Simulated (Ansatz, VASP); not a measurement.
## Ti5Si: VASP beside Ansatz

INCAR

```
PREC = Accurate ; ENCUT = 520
EDIFF = 1E-7 ; ISMEAR = 0
SIGMA = 0.1 ; LREAL = F
LASPH = T ; NELM = 60
ALGO = Fast ; ISIF = 2
LWAVE = F ; LCHARG = T
GGA = PS ; LELF = T
LVHAR = T ; NBANDS = 41
```

KPOINTS

```
regular mesh
0
Gamma
  6 6 6
```

POSCAR

```
Ti5Si
1.0
    2.5881446878      1.4632273258      4.4483080099
   -2.5230840997      1.4504458811      4.4155398125
    0.0214612383     -2.8797452988      4.4207959760
Ti Si
5 1
Direct
    0.1536244382      0.1798274727      0.1474436636
    0.6026145207      0.3887407449      0.0293315758
   -0.0331386840      0.6294481188      0.4008227114
    0.8265757420      0.8522278747      0.8467902262
    0.4015611026     -0.0222253565      0.6210530498
    0.5150708304      0.4990478380      0.4830431954
```

Input for Ansatz:

```yaml
crystal:
  lattice:
    - [2.5881446878, 1.4632273258, 4.4483080099]
    - [-2.5230840997, 1.4504458811, 4.4155398125]
    - [0.0214612383, -2.8797452988, 4.420795976]
  atoms:
    - { symbol: Ti, position: [0.1536244382, 0.1798274727, 0.1474436636] }
    - { symbol: Ti, position: [0.6026145207, 0.3887407449, 0.0293315758] }
    - { symbol: Ti, position: [-0.033138684, 0.6294481188, 0.4008227114] }
    - { symbol: Ti, position: [0.826575742, 0.8522278747, 0.8467902262] }
    - { symbol: Ti, position: [0.4015611026, -0.0222253565, 0.6210530498] }
    - { symbol: Si, position: [0.5150708304, 0.499047838, 0.4830431954] }
basis:
  ecutwfc: 420
kpoints:
  mp_grid: { grid: [6, 6, 6] }
hamiltonian:
  xc: pbesol
scf:
  occupations: { method: gaussian, width: 0.1 }
output:
  forces: true
  stress: true
  eigenvalues: true
```

Change from the starting cell: kmesh displaced: [6, 6, 6] Gamma-centred.

Alike in both runs: task single point; functional PBEsol; k mesh 6 × 6 × 6; occupations gaussian, width 0.1 eV; no spin polarisation.

|  | VASP | Ansatz |
| --- | --- | --- |
| version | VASP 6.6.1 | Ansatz 0.2.0 |
| potentials or method | VASP PAW PBE potentials, release 64 (Ti_sv, Si), cutoff 520 eV | scalar-relativistic, plane waves, PAW |
| valence electrons in the cell | 64 | 64 |

|  | VASP | Ansatz | Ansatz less VASP |
| --- | --- | --- | --- |
| gap on the k mesh at the Fermi level (eV) | none | none | - |
| pressure (GPa) | -2.9 | -2.9 | +0.08 |
| traceless stress, the component that is largest in VASP (GPa) | 2.23 | 2.23 | +0.003 |
| rms of the force components (eV/Å) | 0.734 | 0.734 | +0.0003 |

VASP's potentials were made for PBE, not for PBEsol. Atom by atom the forces differ by 0.002 eV/Å (rms over components). A gap of «none» marks a metal or a gap that the smearing closes.
